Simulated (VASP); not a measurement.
Crystal: Si.

```
CELL_PARAMETERS angstrom
0.00000 2.70358 2.70358
2.70358 0.00000 2.70358
2.70358 2.70358 0.00000
ATOMIC_POSITIONS crystal
Si 0.50000 0.50000 0.50000
Si 0.75000 0.75000 0.75000
```

Base run:

```yaml
Program: VASP 6.6.1
Functional: revPBE
Dispersion: D4
Potentials_or_basis: VASP PAW PBE potentials, release 64 (Si)
Cutoff: 520 eV
k_mesh: 8 × 8 × 8
Occupations: fermi-dirac, width 0.05 eV
Spin: no spin polarisation
```

Its results: band gap on the k mesh 0.63 eV, indirect (least direct gap 2.57 eV); pressure -0.9 GPa.

Question: The run is repeated on the same cell with these changes: functional from revPBE to PBE. What comes out?

Answer: Band gap on the k mesh 0.59 eV, indirect (least direct gap 2.57 eV); pressure 0.6 GPa.

Caveats: the PAW data sets were made with another functional, which shifts forces and pressure a little (some runs).

A k mesh can miss the band edges.
